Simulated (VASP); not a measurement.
Here is a VASP 6.6.1 calculation.

INCAR

```
  ALGO = Normal
  EDIFF = 1E-6
  EDIFFG = -0.005
  ENCUT = 600
  GGA = PE
  IBRION = 2
  ISIF = 3
  ISMEAR = -1
  LASPH = T
  LCHARG = F
  LREAL = F
  LWAVE = F
  NELM = 80
  NSW = 60
  PREC = Accurate
  SIGMA = 0.1
```

The input KPOINTS:

```
k-points
0
Gamma
  11 11 11
```

The input POSCAR:

```
TePb
1.0
    0.0000000000      3.0853790180      3.0853790180
    3.0853790180      0.0000000000      3.0853790180
    3.0853790180      3.0853790180      0.0000000000
Pb Te
1 1
Direct
    0.0000000000      0.0000000000      0.0000000000
    0.5000000000      0.5000000000      0.5000000000
```

Potentials or basis: VASP PAW PBE potentials, release 64 (Pb_d, Te).

Run with:

```bash
$ cat potpaw_PBE.64/Pb_d/POTCAR potpaw_PBE.64/Te/POTCAR > POTCAR
$ mpirun -np 1 vasp_std > vasp.out
```

(1) Estimate the space group after relaxing (to 0.1 Å).

(2) Predict the relaxed cell.

(3) What does it give for the relaxed volume?

Results:

(1) Fm-3m (No. 225).

(2) a = 4.643 Å, b = 4.643 Å, c = 4.643 Å, α = 60.00°, β = 60.00°, γ = 60.00°.

(3) 35.39 Å³/atom.

Caveat: the volume moved by over 15 % at a fixed basis, so the end points are rough.
